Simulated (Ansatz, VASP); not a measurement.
**Al12Cl: VASP beside Ansatz**

Contents of INCAR:

```
SYSTEM = Al12Cl
PREC = Accurate
ENCUT = 520
EDIFF = 1E-6
ISMEAR = 0
SIGMA = 0.1
LREAL = .FALSE.
LASPH = .TRUE.
NELM = 80
ALGO = Normal
ISIF = 2
LWAVE = .FALSE.
LCHARG = .FALSE.
LDIPOL = .TRUE.
IDIPOL = 3
DIPOL = 0.5 0.5 0.305
GGA = PE
IVDW = 12
NBANDS = 34
```

Contents of KPOINTS:

```
regular mesh
0
G
  5 5 1
  0 0 0
```

The input POSCAR:

```
Al12Cl
1.0
    5.6314608543      0.0000000000      0.0000000000
    0.0000000000      5.6314608543      0.0000000000
    0.0000000000      0.0000000000     21.2495691137
Al Cl
12 1
Direct
    0.2500000000      0.2500000000      0.1882391110
    0.2500000000      0.7500000000      0.1882391110
    0.7500000000      0.2500000000      0.1882391110
    0.7500000000      0.7500000000      0.1882391110
    0.0000000000      0.0000000000      0.2857534285
    0.0000000000      0.5000000000      0.2857534285
    0.5000000000      0.0000000000      0.2857534285
    0.5000000000      0.5000000000      0.2857534285
    0.2500000000      0.2500000000      0.3835169113
    0.2500000000      0.7500000000      0.3835169113
    0.7500000000      0.2500000000      0.3835169113
    0.7500000000      0.7500000000      0.3835169113
    0.3333333333      0.4166666667      0.5294022224
```

Input for Ansatz:

```yaml
crystal:
  lattice:
    - [5.6314608543, 0.0, 0.0]
    - [0.0, 5.6314608543, 0.0]
    - [0.0, 0.0, 21.2495691137]
  atoms:
    - { symbol: Al, position: [0.25, 0.25, 0.188239111] }
    - { symbol: Al, position: [0.25, 0.75, 0.188239111] }
    - { symbol: Al, position: [0.75, 0.25, 0.188239111] }
    - { symbol: Al, position: [0.75, 0.75, 0.188239111] }
    - { symbol: Al, position: [0.0, 0.0, 0.2857534285] }
    - { symbol: Al, position: [0.0, 0.5, 0.2857534285] }
    - { symbol: Al, position: [0.5, 0.0, 0.2857534285] }
    - { symbol: Al, position: [0.5, 0.5, 0.2857534285] }
    - { symbol: Al, position: [0.25, 0.25, 0.3835169113] }
    - { symbol: Al, position: [0.25, 0.75, 0.3835169113] }
    - { symbol: Al, position: [0.75, 0.25, 0.3835169113] }
    - { symbol: Al, position: [0.75, 0.75, 0.3835169113] }
    - { symbol: Cl, position: [0.3333333333, 0.4166666667, 0.5294022224] }
basis:
  ecutwfc: 420
kpoints:
  mp_grid: { grid: [5, 5, 1] }
hamiltonian:
  xc: pbe
  pseudopotentials: { kind: paw, azcp: { folder: soft_1 } }
  dispersion: d3bj
scf:
  occupations: { method: gaussian, width: 0.1 }
output:
  forces: true
  eigenvalues: true
efield:
  axis: 3
  dipole_correction: true
  ramp_width: 0.04
```

Alike in both runs: task single point; functional PBE; dispersion D3(BJ); k mesh 5 × 5 × 1; occupations gaussian, width 0.1 eV; no spin polarisation.

|  | VASP | Ansatz |
| --- | --- | --- |
| version | VASP 6.6.1 | Ansatz 0.2.0 |
| potentials or method | VASP PAW PBE potentials, release 64 (Al, Cl), cutoff 520 eV | scalar-relativistic, plane waves, PAW |
| valence electrons in the cell | 43 | 43 |

|  | VASP | Ansatz | Ansatz less VASP |
| --- | --- | --- | --- |
| gap on the k mesh at the Fermi level (eV) | none | none | - |
| rms of the force components (eV/Å) | 0.319 | 0.319 | -0.0001 |

Atom by atom the forces differ by 0.001 eV/Å (rms over components). A gap of «none» marks a metal or a gap that the smearing closes.
